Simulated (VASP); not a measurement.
Input of a VASP 6.6.1 run:

File INCAR:

```
ALGO = Normal ; EDIFF = 1E-8
ENCUT = 520 ; GGA = PE
IBRION = 8 ; ISIF = 2
ISMEAR = -1 ; LASPH = True
LCHARG = True ; LREAL = False
LWAVE = False ; NBANDS = 16
NELM = 60 ; NSW = 1
PREC = Accurate ; SIGMA = 0.15
```

Contents of KPOINTS:

```
k-points
0
Gamma
  12 12 12
```

The input POSCAR:

```
HgTe
1.0
    0.0000000000      2.9559787110      2.9559787110
    2.9559787110      0.0000000000      2.9559787110
    2.9559787110      2.9559787110      0.0000000000
Hg Te
1 1
Direct
    0.0000000000      0.0000000000      0.0000000000
    0.7500000000      0.7500000000      0.7500000000
```

Potentials or basis: VASP PAW PBE potentials, release 64 (Hg, Te).

The run is started by

```bash
$ cat potpaw_PBE.64/Hg/POTCAR potpaw_PBE.64/Te/POTCAR > POTCAR
$ mpirun -np 1 vasp_std > vasp.out
```

Q: Predict the highest phonon frequency at Γ, LO-TO splitting left out.

A: 198 cm⁻¹.

Phonon frequencies in cm⁻¹ (negative: imaginary):
```
              q point        frequencies
(0.000, 0.000, 0.000)  0 0 0 198 198 198
```

Caveat: the cell stands under pressure or tension, which shifts response properties.
